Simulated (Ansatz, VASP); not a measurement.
**Os: VASP beside Ansatz**

```
CELL_PARAMETERS angstrom
2.61398 0.00000 0.00000
0.00000 2.61398 0.00000
0.00000 0.00000 2.61398
ATOMIC_POSITIONS crystal
Os 0.00000 0.00000 0.00000
```

Alike in both runs: task single point; functional LDA; k mesh 14 × 14 × 14; occupations fermi-dirac, width 0.1 eV; no spin polarisation.

```csv
,VASP,Ansatz
version,VASP 6.6.1,Ansatz 0.2.0
potentials or method,"VASP PAW LDA potentials, release 64 (Os), cutoff 520 eV","plane waves (420 eV) with PAW, scalar-relativistic"
valence electrons in the cell,8,16
```

|  | VASP | Ansatz | Ansatz less VASP |
| --- | --- | --- | --- |
| pressure (GPa) | -26.8 | -26.6 | +0.21 |

Ansatz warns that its potentials were made for another functional, while VASP's fit it. LDA's correlation is that of Perdew and Zunger in VASP and of Perdew and Wang (1992) in Ansatz. VASP's potentials hold 8 valence electrons a cell and Ansatz's 16, so a difference there can come from the potentials and not from the codes.

Neither program's run includes spin-orbit coupling.
